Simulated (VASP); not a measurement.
# H2Pt (P6_3/mmc) in VASP: a series of runs

H2Pt is run at these levels: PBE; tasks: single point, relaxation of cell and atoms.

Everything below comes from runs of VASP 6.6.1. Logs are shortened: lines on timing, memory, paths and dates and some standing lists are left out, and cuts for length are marked.

## (1) The cell of the first run

It takes space group P6_3/mmc (No. 194, hexagonal). Conventional cell: a = 2.840 Å, b = 2.840 Å, c = 9.889 Å, α = 90.00°, β = 90.00°, γ = 120.00°. Within 2.5 Å of Pt (site symmetry -6m2) lie 6 H at 1.89 Å. H (site symmetry 3m) has 3 Pt at 1.89 Å and 1 H at 1.90 Å within 2.5 Å.

## (2) Single point, PBE

INCAR reads:

```
ALGO = Normal
EDIFF = 1E-7
ENCUT = 520
GGA = PE
ISIF = 2
ISMEAR = 0
LASPH = True
LCHARG = False
LREAL = False
LWAVE = False
NBANDS = 21
NELM = 60
PREC = Accurate
SIGMA = 0.1
```

KPOINTS reads:

```
k-points
0
Gamma
  12 12 4
```

POSCAR reads:

```
H2Pt
1.0
    2.8395984310      0.0000000000      0.0000000000
   -1.4197992155      2.4591643778      0.0000000000
    0.0000000000      0.0000000000      9.8891931897
Pt H
2 4
Direct
    0.6666666667      0.3333333333      0.7500000000
    0.3333333333      0.6666666667      0.2500000000
    0.3333333333      0.6666666667      0.8459884595
    0.6666666667      0.3333333333      0.1540115405
    0.6666666667      0.3333333333      0.3459884595
    0.3333333333      0.6666666667      0.6540115405
```

Potentials or basis: VASP PAW PBE potentials, release 64 (Pt, H).

On the command line:

```console
cat potpaw_PBE.64/Pt/POTCAR potpaw_PBE.64/H/POTCAR > POTCAR
mpirun -np 1 vasp_std > vasp.out
```

OUTCAR:

```text
EDIFF = 1E-7
   ENCUT = 520
   GGA = PE
   ISIF = 2
   ISMEAR = 0
   LASPH = True
   LREAL = False
   NELM = 60
   PREC = Accurate

 ion  position               nearest neighbor table
   1  0.667  0.333  0.750-   3 1.89   6 1.89   3 1.89   6 1.89   3 1.89   6 1.89
   2  0.333  0.667  0.250-   4 1.89   5 1.89   4 1.89   5 1.89   4 1.89   5 1.89
   3  0.333  0.667  0.846-   1 1.89   1 1.89   1 1.89
   4  0.667  0.333  0.154-   2 1.89   2 1.89   2 1.89
   5  0.667  0.333  0.346-   2 1.89   2 1.89   2 1.89
   6  0.333  0.667  0.654-   1 1.89   1 1.89   1 1.89

  LATTYP: Found a hexagonal cell.
 ALAT       =     2.8395984310
 C/A-ratio  =     3.4826027095

  Lattice vectors:

 A1 = (   2.8395984310,   0.0000000000,   0.0000000000)
 A2 = (  -1.4197992155,   2.4591643778,   0.0000000000)
 A3 = (   0.0000000000,   0.0000000000,   9.8891931897)

Analysis of symmetry for initial positions (statically):
=====================================================================
 Subroutine PRICEL returns:
 Original cell was already a primitive cell.

 Routine SETGRP: Setting up the symmetry group for a
 hexagonal supercell.

 Subroutine GETGRP returns: Found 24 space group operations
 (whereof 12 operations were pure point group operations)
 out of a pool of 24 trial point group operations.

The static configuration has the point symmetry D_3d.
 The point group associated with its full space group is D_6h.

Analysis of symmetry for dynamics (positions and initial velocities):
=====================================================================
 Subroutine PRICEL returns:
 Original cell was already a primitive cell.

 Routine SETGRP: Setting up the symmetry group for a
 hexagonal supercell.

 Subroutine GETGRP returns: Found 24 space group operations
 (whereof 12 operations were pure point group operations)
 out of a pool of 24 trial point group operations.

The dynamic configuration has the point symmetry D_3d.
 The point group associated with its full space group is D_6h.

 Subroutine INISYM returns: Found 24 space group operations
 (whereof 12 operations are pure point group operations),
 and found     1 'primitive' translations

----------------------------------------------------------------------------------------

                                     Primitive cell

  volume of cell :      69.0566

  direct lattice vectors                    reciprocal lattice vectors
     2.839598431  0.000000000  0.000000000     0.352162471  0.203321097  0.000000000
    -1.419799216  2.459164378  0.000000000     0.000000000  0.406642195  0.000000000
     0.000000000  0.000000000  9.889193190     0.000000000  0.000000000  0.101120484

  length of vectors
     2.839598431  2.839598431  9.889193190     0.406642195  0.406642195  0.101120484

  position of ions in fractional coordinates (direct lattice)
     0.666666667  0.333333333  0.750000000
     0.333333333  0.666666667  0.250000000
     0.333333333  0.666666667  0.845988459
     0.666666667  0.333333333  0.154011541
     0.666666667  0.333333333  0.345988459
     0.333333333  0.666666667  0.654011541

  ion indices of the primitive-cell ions
   primitive index   ion index
                 1           1
                 2           2
                 3           3
                 4           4
                 5           5
                 6           6

----------------------------------------------------------------------------------------

 KPOINTS: k-points

Automatic generation of k-mesh.
 Grid dimensions read from file:
 generate k-points for:   12   12    4

 Generating k-lattice:

  Cartesian coordinates                     Fractional coordinates (reciprocal lattice)
     0.029346873  0.016943425  0.000000000     0.083333333 -0.000000000  0.000000000
     0.000000000  0.033886850  0.000000000     0.000000000  0.083333333  0.000000000
     0.000000000  0.000000000  0.025280121     0.000000000  0.000000000  0.250000000

  Length of vectors
     0.033886850  0.033886850  0.025280121

  Shift w.r.t. Gamma in fractional coordinates (k-lattice)
     0.000000000  0.000000000  0.000000000

 Subroutine IBZKPT returns following result:
 ===========================================

 Found     57 irreducible k-points:

 Following reciprocal coordinates:
            Coordinates               Weight
  0.000000  0.000000  0.000000      1.000000
  0.083333  0.000000  0.000000      6.000000
  0.166667  0.000000  0.000000      6.000000
  0.250000  0.000000  0.000000      6.000000
  0.333333 -0.000000  0.000000      6.000000
  0.416667  0.000000  0.000000      6.000000
[... 16 lines left out ...]
  0.250000  0.000000  0.250000     12.000000
  0.333333 -0.000000  0.250000     12.000000
 [... further k-points ...]
   k-points           NKPTS =     57   k-points in BZ     NKDIM =     57   number of bands    NBANDS=     21
   number of dos      NEDOS =    301   number of ions     NIONS =      6
   total plane-waves  NPLWV =  46080
   dimension x,y,z NGX =    24 NGY =   24 NGZ =   80
   dimension x,y,z NGXF=    48 NGYF=   48 NGZF=  160
   ions per type =               2   4
   NGX,Y,Z   is equivalent  to a cutoff of  14.05, 14.05, 13.45 a.u.
   NGXF,Y,Z  is equivalent  to a cutoff of  28.10, 28.10, 26.90 a.u.
 SYSTEM =  unknown system
   PREC   = accura    normal or accurate (medium, high low for compatibility)
   ISTART =      0    job   : 0-new  1-cont  2-samecut
   ICHARG =      2    charge: 1-file 2-atom 10-const
   ISPIN  =      1    spin polarized calculation?
   LNONCOLLINEAR =      F non collinear calculations
   LSORBIT =      F    spin-orbit coupling
   LASPH  =      T    aspherical Exc in radial PAW
   ENCUT  =  520.0 eV  38.22 Ry    6.18 a.u.   5.28  5.28 18.39*2*pi/ulx,y,z
   NELM   =     60;   NELMIN=  2; NELMDL= -5     # of ELM steps
   EDIFF  = 0.1E-06   stopping-criterion for ELM
   LREAL  =      F    real-space projection
   EDIFFG = 0.1E-05   stopping-criterion for IOM
   NSW    =      0    number of steps for IOM
   IBRION =     -1    ionic relax: 0-MD 1-quasi-New 2-CG
   NFREE  =      0    steps in history (QN), initial steepest desc. (CG)
   ISIF   =      2    stress and relaxation
   ISYM   =      2    0-nonsym 1-usesym 2-fastsym
   POTIM  = 0.5000    time-step for ionic-motion
   TEBEG  =    0.0;   TEEND  =   0.0 temperature during run
   PSTRESS=    0.0 pullay stress
   NELECT =      24.0000    total number of electrons
   NUPDOWN=      -1.0000    fix difference up-down
   EMIN   =  10.00;   EMAX   =-10.00  energy-range for DOS
   EFERMI =   0.00;   METHOD = LEGACY
   ISMEAR =     0;   SIGMA  =   0.10  broadening in eV -4-tet -1-fermi 0-gaus
   EFERMI_NEDOS =   21; number of points for ismear=-14 and -15
   IALGO  =     38    algorithm
   IMIX   =      4    mixing-type and parameters
     AMIX     =   0.40;   BMIX     =  1.00
     AMIX_MAG =   1.60;   BMIX_MAG =  1.00
  volume/ion in A,a.u.               =      11.51        77.67
  Fermi-wavevector in a.u.,A,eV,Ry     =   1.151004  2.175082 18.025134  1.324810
  Thomas-Fermi vector in A             =   2.287664
   LORBIT       =      0    0 simple, 1 ext, 2 COOP (PROOUT), +10 PAW based schemes
   GGA     = PE    functional components
   LHFCALC =     F    Hartree Fock is set to
   AEXX    =    0.0000 exact exchange contribution
   IVDW    =     0    specifies the selected vdW correction
   LEPSILON=     F    determine dielectric tensor
   LRPA    =     F    only Hartree local field effects (RPA)
 non-spin polarized calculation
 Gauss-broadening in eV      SIGMA  =   0.10
  energy-cutoff  :      520.00
  volume of cell :       69.06
 maximum number of plane-waves:      1877
 NGX is ok and might be reduce to    24
   NGX = 11   NGY = 11   NGZ = 37

 number of electron      24.0000000 magnetization

 Free energy of the ion-electron system (eV)
  ---------------------------------------------------
  ext. energy  EPLUGINS =         0.00000000
  ---------------------------------------------------
  free energy    TOTEN  =       -24.36382005 eV

  energy without entropy =      -24.35390720  energy(sigma->0) =      -24.35886363

 E-fermi :   3.8473     XC(G=0):  -9.3415

 val. band max:        3.8395470251   @ k =   0.3333   0.1667   0.0000
 cond. band min:       3.9154451425   @ k =   0.2500   0.2500   0.0000
 fundamental gap:      0.0758981174
 Fermi energy:         3.8473152125

 k-point     1 :       0.0000    0.0000    0.0000
  band No.  band energies     occupation
      1      -7.3743      2.00000
      2      -7.2537      2.00000
      3      -1.3702      2.00000
      4      -0.6391      2.00000
      5      -0.4866      2.00000
      6      -0.3120      2.00000
[... 13 lines left out ...]
     20      17.0586      0.00000
     21      20.2987      0.00000

 k-point     2 :       0.0833    0.0000    0.0000
  band No.  band energies     occupation
      1      -7.1671      2.00000
      2      -7.0450      2.00000
      3      -1.5593      2.00000
      4      -0.8613      2.00000
      5      -0.5966      2.00000
      6      -0.4995      2.00000
[... 13 lines left out ...]
     20      16.5799      0.00000
     21      19.0850      0.00000

 k-point     3 :       0.1667    0.0000    0.0000
  band No.  band energies     occupation
      1      -6.5922      2.00000
      2      -6.4682      2.00000
      3      -1.9849      2.00000
      4      -1.5437      2.00000
      5      -0.8690      2.00000
      6      -0.8512      2.00000
[... 13 lines left out ...]
     20      16.6774      0.00000
     21      17.4648      0.00000
[... 457 lines left out ...]
 k-point    23 :       0.2500    0.0000    0.2500
  band No.  band energies     occupation
      1      -5.8026      2.00000
      2      -5.7207      2.00000
      3      -2.4058      2.00000
      4      -2.2204      2.00000
      5      -1.0860      2.00000
      6      -1.0543      2.00000
[... 13 lines left out ...]
     20      15.4917      0.00000
     21      17.2810      0.00000

 k-point    24 :       0.3333   -0.0000    0.2500
  band No.  band energies     occupation
      1      -5.1596      2.00000
      2      -5.1006      2.00000
      3      -2.7953      2.00000
      4      -2.6921      2.00000
      5      -0.8154      2.00000
      6      -0.7382      2.00000
[... 13 lines left out ...]
     20      14.9282      0.00000
     21      16.6241      0.00000

 [... further k-points ...]
[... 5 lines left out ...]
  --------------------------------------------------------------------------------------
  -------------------------------------------------------------------------------------
  Total       -0.0927441     -0.0927441     -0.0806159      0.0000000      0.0000000      0.0000000
  in kB       -2.1517477     -2.1517477     -1.8703627      0.0000000      0.0000000      0.0000000
  external PRESSURE =      -2.0579527 kB  Pullay stress =       0.0000000 kB

 VOLUME and BASIS-vectors are now :
 -----------------------------------------------------------------------------
  energy-cutoff  :      520.00
  volume of cell :       69.06
      direct lattice vectors                 reciprocal lattice vectors
     2.839598431  0.000000000  0.000000000     0.352162471  0.203321097  0.000000000
    -1.419799216  2.459164378  0.000000000     0.000000000  0.406642195  0.000000000
     0.000000000  0.000000000  9.889193190     0.000000000  0.000000000  0.101120484

 POSITION                                       TOTAL-FORCE (eV/Angst)
 -----------------------------------------------------------------------------------
      1.41980      0.81972      7.41689        -0.000000     -0.000000      0.000000
     -0.00000      1.63944      2.47230         0.000000      0.000000      0.000000
     -0.00000      1.63944      8.36614         0.000000     -0.000000      0.004421
      1.41980      0.81972      1.52305        -0.000000      0.000000     -0.004421
      1.41980      0.81972      3.42155        -0.000000      0.000000      0.004421
     -0.00000      1.63944      6.46765         0.000000     -0.000000     -0.004421
 -----------------------------------------------------------------------------------
    total drift:                               -0.000000      0.000000     -0.000000

  FREE ENERGIE OF THE ION-ELECTRON SYSTEM (eV)
  ---------------------------------------------------
  free  energy   TOTEN  =       -24.3638200534 eV

  energy  without entropy=      -24.3539072018  energy(sigma->0) =      -24.35886363
```

It took 51 s on 1 thread of AMD EPYC 9R45 (Zen 5), shared host; peak memory 0.2 GiB.

What came out:

| Quantity | Value |
| --- | --- |
| Free energy | -24.3638 eV |
| Pressure | -0.2 GPa |
| Largest force | 0.004 eV/Å |
| Band gap on the k mesh | zero (bands 12 and 13 overlap by 3.71 eV) |

Forces on the atoms (eV/Å):
```
Pt   0.000  0.000  0.000
Pt   0.000  0.000  0.000
H    0.000  0.000  0.004
H    0.000  0.000 -0.004
H    0.000  0.000  0.004
H    0.000  0.000 -0.004
```

Caveat: spin-orbit coupling is left out, which moves the levels of the heavy elements.

## (3) Relaxation of cell and atoms, PBE

This run uses another cell than the first one, of 13.06 Å³/atom.

INCAR reads:

```
  PREC = Accurate
  ENCUT = 600
  EDIFF = 1E-7
  ISMEAR = 0
  SIGMA = 0.1
  LREAL = False
  LASPH = True
  NELM = 100
  ALGO = Fast
  ISIF = 3
  LWAVE = False
  LCHARG = False
  GGA = PE
  IBRION = 2
  NSW = 90
  EDIFFG = -0.025
```

KPOINTS reads:

```
Automatic mesh
0
Gamma
  12 12 4
```

POSCAR reads:

```
H2Pt
1.0
    2.8437489005      0.0000000000      0.0000000000
   -1.4218744503      2.4627587899      0.0000000000
    0.0000000000      0.0000000000     11.1849336376
Pt H
2 4
Direct
    0.6666666667      0.3333333333      0.7500000000
    0.3333333333      0.6666666667      0.2500000000
    0.3333333333      0.6666666667      0.8348048251
    0.6666666667      0.3333333333      0.1651951749
    0.6666666667      0.3333333333      0.3348048251
    0.3333333333      0.6666666667      0.6651951749
```

Potentials or basis: VASP PAW PBE potentials, release 64 (Pt, H).

On the command line:

```console
cat potpaw_PBE.64/Pt/POTCAR potpaw_PBE.64/H/POTCAR > POTCAR
mpirun -np 1 vasp_std > vasp.out
```

Wall time 2.2 min (1 thread of AMD EPYC 9R45 (Zen 5), shared host); peak memory 0.24 GiB.

It converged, with:

| Quantity | Value |
| --- | --- |
| Free energy | -24.3577 eV |
| Relaxed volume | 12.99 Å³/atom |
| Relaxed cell | a = 2.838 Å, b = 2.838 Å, c = 11.181 Å, α = 90.00°, β = 90.00°, γ = 120.00° |
| Space group after relaxing (to 0.1 Å) | P6_3/mmc (No. 194) |
| Energy gained by relaxing | 0.1 meV/atom |
| Ionic steps | 4 |
| Pressure after relaxing | 0.0 GPa |
| Largest force after relaxing | 0.022 eV/Å |
| Band gap on the k mesh | zero (bands 12 and 13 overlap by 3.73 eV) |

Forces in eV/Å, atoms in the order of the input:
```
Pt   0.000  0.000  0.000
Pt   0.000  0.000  0.000
H    0.000  0.000  0.022
H    0.000  0.000 -0.022
H    0.000  0.000  0.022
H    0.000  0.000 -0.022
```

The path:
| step | energy change (eV) | largest force (eV/Å) | pressure (GPa) | volume (Å³) |
| --- | --- | --- | --- | --- |
| 1 | 0.0000 | 0.0040 | -0.53 | 78.33 |
| 2 | -0.0006 | 0.0385 | 0.26 | 77.85 |
| 3 | -0.0007 | 0.0281 | 0.02 | 77.99 |
| 4 | -0.0008 | 0.0219 | 0.01 | 77.97 |

Final structure:
```cif
data_structure
_symmetry_space_group_name_H-M 'P 1'
_symmetry_Int_Tables_number 1
_cell_length_a 2.8376
_cell_length_b 2.8376
_cell_length_c 11.1814
_cell_angle_alpha 90.000
_cell_angle_beta 90.000
_cell_angle_gamma 120.000
_cell_volume 77.97
loop_
_atom_site_label
_atom_site_type_symbol
_atom_site_fract_x
_atom_site_fract_y
_atom_site_fract_z
_atom_site_occupancy
Pt1 Pt 0.66667 0.33333 0.75000 1
Pt2 Pt 0.33333 0.66667 0.25000 1
H1 H 0.33333 0.66667 0.83493 1
H2 H 0.66667 0.33333 0.16507 1
H3 H 0.66667 0.33333 0.33493 1
H4 H 0.33333 0.66667 0.66507 1
```

Levels at points of the mesh, in eV from the Fermi level:
| k point | band 9 | band 10 | band 11 | band 12 | band 13 | band 14 | band 15 | band 16 |
| --- | --- | --- | --- | --- | --- | --- | --- | --- |
| (0.00, 0.00, 0.00) | -4.16 | -4.14 | -1.95 | -1.95 | -1.95 | -1.95 | 4.42 | 5.28 |
| (0.50, 0.00, 0.00) | -2.37 | -2.33 | -0.79 | -0.79 | 1.97 | 2.28 | 3.13 | 3.20 |
| (0.00, 0.00, 0.50) | -4.16 | -4.16 | -1.95 | -1.95 | -1.95 | -1.95 | 4.81 | 4.81 |
| (0.50, 0.00, 0.50) | -2.35 | -2.35 | -0.79 | -0.79 | 2.11 | 2.11 | 3.17 | 3.17 |

Caveat: spin-orbit coupling is left out, which moves the levels of the heavy elements.

The gap in the log of VASP goes by the Fermi energy; the results here count the filled bands.